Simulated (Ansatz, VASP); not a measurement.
N: VASP beside Ansatz

The input POSCAR:

```
N
1.0
    5.4724804551      0.0000000000      0.0000000000
    0.0000000000      5.4724804551      0.0000000000
    0.0000000000      0.0000000000      5.4724804551
N
8
Direct
    0.0577722265      0.0577722265      0.0577722265
    0.4422277735      0.9422277735      0.5577722265
    0.5577722265      0.4422277735      0.9422277735
    0.9422277735      0.5577722265      0.4422277735
    0.9424410406      0.9424410406      0.9424410406
    0.5575589594      0.0575589594      0.4424410406
    0.4424410406      0.5575589594      0.0575589594
    0.0575589594      0.4424410406      0.5575589594
```

File INCAR.step1:

```
SYSTEM = N
  PREC = Accurate
  ENCUT = 520
  ISMEAR = 0
  SIGMA = 0.01
  LREAL = .False.
  LASPH = .True.
  NELM = 60
  NBANDS = 30
  GGA = PE
  ALGO = Normal
  EDIFF = 1E-4
  LWAVE = .True.
  LCHARG = .False.
```

Contents of INCAR.step2:

```
SYSTEM = N
  PREC = Accurate
  ENCUT = 520
  EDIFF = 1E-6
  ISMEAR = 0
  SIGMA = 0.01
  LREAL = .False.
  LASPH = .True.
  NELM = 60
  ALGO = Normal
  ISIF = 2
  LWAVE = .False.
  LCHARG = .False.
  METAGGA = R2SCAN
  LMIXTAU = .True.
  NBANDS = 30
  ISTART = 1
```

KPOINTS

```
regular mesh
0
Gamma
  6 6 6
  0 0 0
```

Input for Ansatz:

```yaml
crystal:
  lattice:
    - [5.4724804551, 0.0, 0.0]
    - [0.0, 5.4724804551, 0.0]
    - [0.0, 0.0, 5.4724804551]
  atoms:
    - { symbol: "N", position: [0.0577722265, 0.0577722265, 0.0577722265] }
    - { symbol: "N", position: [0.4422277735, 0.9422277735, 0.5577722265] }
    - { symbol: "N", position: [0.5577722265, 0.4422277735, 0.9422277735] }
    - { symbol: "N", position: [0.9422277735, 0.5577722265, 0.4422277735] }
    - { symbol: "N", position: [0.9424410406, 0.9424410406, 0.9424410406] }
    - { symbol: "N", position: [0.5575589594, 0.0575589594, 0.4424410406] }
    - { symbol: "N", position: [0.4424410406, 0.5575589594, 0.0575589594] }
    - { symbol: "N", position: [0.0575589594, 0.4424410406, 0.5575589594] }
kpoints:
  mp_grid: { grid: [6, 6, 6] }
  band_path:
    path:
      - [0.0, 0.0, 0.0]
      - [0.0, 0.5, 0.0]
      - [0.5, 0.5, 0.0]
      - [0.5, 0.5, 0.5]
      - [0.5, 0.0, 0.0]
      - [0.0, 0.0, 0.5]
    npoints: 1
hamiltonian:
  xc: r2scan
scf:
  occupations: { method: fixed }
  n_extra_bands: 6
output:
  forces: true
  stress: true
  eigenvalues: true
```

Alike in both runs: task single point; functional r2SCAN; k mesh 6 × 6 × 6; no spin polarisation.

|  | VASP | Ansatz |
| --- | --- | --- |
| version | VASP 6.6.1 | Ansatz 0.2.0 |
| potentials or method | VASP PAW PBE potentials, release 64 (N) | plane waves, PAW |
| plane-wave cutoff (eV) | 520 | 500 |
| occupations | gaussian, width 0.01 eV | fixed |
| valence electrons in the cell | 40 | 40 |

VASP gave:

```
gap on the k mesh at the Fermi level (eV) : 7.96
pressure (GPa)                            : 3.2
rms of the force components (eV/Å)        : 1.293
```

Question: Estimate Ansatz's values.

Answer: gap on the k mesh at the Fermi level (eV): 8.00; pressure (GPa): 0.3; rms of the force components (eV/Å): 0.040.

VASP's potentials were made for PBE, not for r2SCAN. Atom by atom the forces differ by 1.333 eV/Å (rms over components). One of these differences is far larger than is usual between the two programs; its cause wasn't traced.

Noted on VASP's run: the standard files for N, O and F lose accuracy on very short bonds.
